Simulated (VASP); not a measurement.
A run of VASP 6.6.1:

INCAR

```
SYSTEM = Tl
  ALGO = Normal
  EDIFF = 1E-6
  ENCUT = 520
  GGA = PS
  ISIF = 2
  ISMEAR = -1
  LASPH = .True.
  LCHARG = .False.
  LREAL = .False.
  LWAVE = .False.
  NBANDS = 20
  NELM = 60
  PREC = Accurate
  SIGMA = 0.1
```

Contents of KPOINTS:

```
k-points
0
Gamma
  6 6 6
  0 0 0
```

POSCAR

```
Tl
1.0
   -1.9410000000      1.9410000000      1.9410000000
    1.9410000000     -1.9410000000      1.9410000000
    4.0587766953      4.0587766953     -3.8820000000
Tl
2
Direct
    0.0000000000      0.0000000000      0.0000000000
   -0.0217770906     -0.0217770906      0.4782229094
```

Potentials or basis: VASP PAW PBE potentials, release 64 (Tl_d).

Launch:

```sh
$ cat potpaw_PBE.64/Tl_d/POTCAR > POTCAR
$ mpirun -np 1 vasp_std > vasp.out
```

Hardware: 1 thread of Intel Xeon 6975P-C (shared host).

Problem. Estimate the wall time of this run.

Solution. Wall time 94 s on 1 thread of Intel Xeon 6975P-C (shared host), peak memory 0.22 GiB. Counts: scf iterations 11, k points 52.
